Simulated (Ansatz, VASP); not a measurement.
GaSe: VASP beside Ansatz

```
CELL_PARAMETERS angstrom
3.76950 0.00000 0.00000
-1.88475 3.26448 0.00000
0.00000 0.00000 15.96518
ATOMIC_POSITIONS crystal
Ga 0.33333 0.66667 0.17348
Ga 0.66667 0.33333 0.67348
Ga 0.33333 0.66667 0.32652
Ga 0.66667 0.33333 0.82652
Se 0.33333 0.66667 0.59970
Se 0.66667 0.33333 0.09970
Se 0.33333 0.66667 0.90030
Se 0.66667 0.33333 0.40030
```

Alike in both runs: task relaxation of cell and atoms; functional LDA; k mesh 9 × 9 × 2; occupations gaussian, width 0.02 eV; no spin polarisation.

```csv
,VASP,Ansatz
version,VASP 6.6.1,Ansatz 0.2.0
potentials or method,"VASP PAW LDA potentials, release 64 (Ga_d, Se), cutoff 500 eV","scalar-relativistic, plane waves, PAW"
valence electrons in the cell,76,116
```

```csv
,VASP,Ansatz,Ansatz less VASP
"gap on the k mesh at the Fermi level, each at its own relaxed structure (eV)",0.86,0.85,-0.010
relaxed volume (Å³/atom),23.58,23.48,-0.103
relaxed cell length with the largest relative difference (Å),15.783,15.746,-0.0369
```

LDA's correlation is that of Perdew and Zunger in VASP and of Perdew and Wang (1992) in Ansatz. VASP's potentials hold 76 valence electrons a cell and Ansatz's 116, so a difference there can come from the potentials and not from the codes.
